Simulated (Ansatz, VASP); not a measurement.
One calculation of Ru, two programs

The input INCAR:

```
SYSTEM = Ru
  PREC = Accurate
  ENCUT = 520
  EDIFF = 1E-6
  ISMEAR = 0
  SIGMA = 0.15
  LREAL = .False.
  LASPH = .True.
  NELM = 60
  ALGO = Fast
  ISIF = 2
  LWAVE = .False.
  LCHARG = .True.
  GGA = PE
  LELF = .True.
  LVHAR = .True.
  NBANDS = 21
```

The input KPOINTS:

```
regular mesh
0
Gamma
  24 24 12
  0 0 0
```

File POSCAR:

```
Ru
1.0
    2.8072668093      0.0000000000      0.0000000000
   -1.4036334046      2.2554175499      0.0000000000
    0.0000000000      0.0000000000      4.2819000000
Ru
2
Direct
    0.3333333333      0.6666666667      0.2500000000
    0.6666666667      0.3333333333      0.7500000000
```

Input for Ansatz:

```yaml
crystal:
  lattice:
    - [2.8072668093, 0.0, 0.0]
    - [-1.4036334046, 2.2554175499, 0.0]
    - [0.0, 0.0, 4.2819]
  atoms:
    - { symbol: Ru, position: [0.3333333333, 0.6666666667, 0.25] }
    - { symbol: Ru, position: [0.6666666667, 0.3333333333, 0.75] }
basis:
  ecutwfc: 420
kpoints:
  mp_grid: { grid: [24, 24, 12] }
hamiltonian:
  xc: pbe
scf:
  occupations: { method: gaussian, width: 0.15 }
output:
  forces: true
  stress: true
  eigenvalues: true
```

Change from the starting cell: strain +0.0375 x Voigt [1, -1, 0, 0, 0, 0], atoms carried along.

Alike in both runs: task single point; functional PBE; k mesh 24 × 24 × 12; occupations gaussian, width 0.15 eV; no spin polarisation.

|  | VASP | Ansatz |
| --- | --- | --- |
| version | VASP 6.6.1 | Ansatz 0.2.0 |
| potentials or method | VASP PAW PBE potentials, release 64 (Ru_pv), cutoff 520 eV | scalar-relativistic, plane waves, PAW |
| valence electrons in the cell | 28 | 32 |

VASP gave:

```
gap on the k mesh at the Fermi level (eV)                     : none
pressure (GPa)                                                : 6.2
traceless stress, the component that is largest in VASP (GPa) : 15.63
rms of the force components (eV/Å)                            : 0.127
```

Task: What did Ansatz give for the same quantities?

Result: gap on the k mesh at the Fermi level (eV): none; pressure (GPa): 6.3; traceless stress, the component that is largest in VASP (GPa): 15.65; rms of the force components (eV/Å): 0.126.

Atom by atom the forces differ by 0.001 eV/Å (rms over components). A gap of «none» marks a metal or a gap that the smearing closes. With one functional, cell and mesh, what is left measures potentials, basis and numerics. VASP's potentials hold 28 valence electrons a cell and Ansatz's 32, so a difference there can come from the potentials and not from the codes.
